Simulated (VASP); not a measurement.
Set up this calculation in VASP 6.6.1, as the native input.

```yaml
Task: single point
Functional: PBEsol
Potentials_or_basis: VASP PAW PBE potentials, release 64 (Mg, O)
Cutoff: 600 eV
k_mesh: 8 × 8 × 8
Occupations: gaussian, width 0.05 eV
Spin: no spin polarisation
Dipole_correction: no
Further_INCAR_settings: ALGO = Normal; EDIFF = 1e-06; NBANDS = 11
```

The structure of MgO lies in POSCAR:

```
MgO
1.0
    0.0000000000      2.1200000000      2.1200000000
    2.1200000000      0.0000000000      2.1200000000
    2.1200000000      2.1200000000      0.0000000000
Mg O
1 1
Direct
    0.0000000000      0.0000000000      0.0000000000
    0.5000000000      0.5000000000      0.5000000000
```

These files were run (other wordings do the same):

INCAR

```
SYSTEM = MgO
PREC = Accurate ; ENCUT = 600
EDIFF = 1E-6 ; ISMEAR = 0
SIGMA = 0.05 ; LREAL = .FALSE.
LASPH = .TRUE. ; NELM = 120
ALGO = Normal ; ISIF = 2
LWAVE = .FALSE. ; LCHARG = .FALSE.
GGA = PS ; NBANDS = 11
GGA_COMPAT = .FALSE.
```

KPOINTS

```
Automatic mesh
0
G
  8 8 8
  0 0 0
```

Potentials or basis: VASP PAW PBE potentials, release 64 (Mg, O).

Run with:

```sh
$ cat potpaw_PBE.64/Mg/POTCAR potpaw_PBE.64/O/POTCAR > POTCAR
$ mpirun -np 1 vasp_std > vasp.out
```

It gave:

| Quantity | Value |
| --- | --- |
| Pressure | -3.5 GPa |
| Band gap on the k mesh | 4.45 eV, direct |

Caveat: the PAW data sets were made with another functional, which shifts forces and pressure a little.

Run time: 7.6 s on 1 thread of Intel(R) Xeon(R) Platinum 8375C CPU @ 2.90GHz (Ice Lake), with other jobs on the host, peak memory 0.14 GiB.
